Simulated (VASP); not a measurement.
Set up this calculation in VASP 6.6.1, as the native input.

* Task: single point
* Functional: PBE
* Potentials or basis: VASP PAW PBE potentials, release 64 (Mn_pv, S)
* Cutoff: 520 eV
* k mesh: 14 × 14 × 14
* Occupations: gaussian, width 0.1 eV
* Spin: collinear spin, ferromagnetic start
* Starting moments: [4.42, 0.14] μB
* Dipole correction: no
* Further INCAR settings: ALGO = Normal; EDIFF = 1e-06; NBANDS = 20

The structure of MnS lies in POSCAR:

```
MnS
1.0
    0.0000000000      2.4687591522      2.4687591522
    2.4687591522      0.0000000000      2.4687591522
    2.4687591522      2.4687591522      0.0000000000
Mn S
1 1
Direct
    0.0000000000      0.0000000000      0.0000000000
    0.5000000000      0.5000000000      0.5000000000
```

One way to write it, as run:

INCAR

```
ALGO = Normal
EDIFF = 1E-6
ENCUT = 520
GGA = PE
ISIF = 2
ISMEAR = 0
ISPIN = 2
LASPH = True
LCHARG = True
LELF = True
LMAXMIX = 4
LORBIT = 11
LREAL = False
LVHAR = True
LWAVE = False
MAGMOM = 4.42 0.14
NBANDS = 20
NELM = 150
PREC = Accurate
SIGMA = 0.1
```

KPOINTS

```
k-points
0
Gamma
  14 14 14
```

Potentials or basis: VASP PAW PBE potentials, release 64 (Mn_pv, S).

Run with:

```console
$ cat potpaw_PBE.64/Mn_pv/POTCAR potpaw_PBE.64/S/POTCAR > POTCAR
$ mpirun -np 1 vasp_std > vasp.out
```

It gave:

```yaml
Pressure: 6.3 GPa
Net_moment: 4.16 μB per cell
Site_moments: Mn +3.84; S +0.07 μB
Valence_electrons_inside_the_program's_atomic_spheres: Mn 11.49; S 3.76
```

Caveat: the cell stands under pressure; a cell with one magnetic atom can't hold antiferromagnetic order, which such compounds often take.

Run time: 61 s on 1 thread of AMD EPYC 9R45 (Zen 5), on a shared host, peak memory 0.21 GiB.
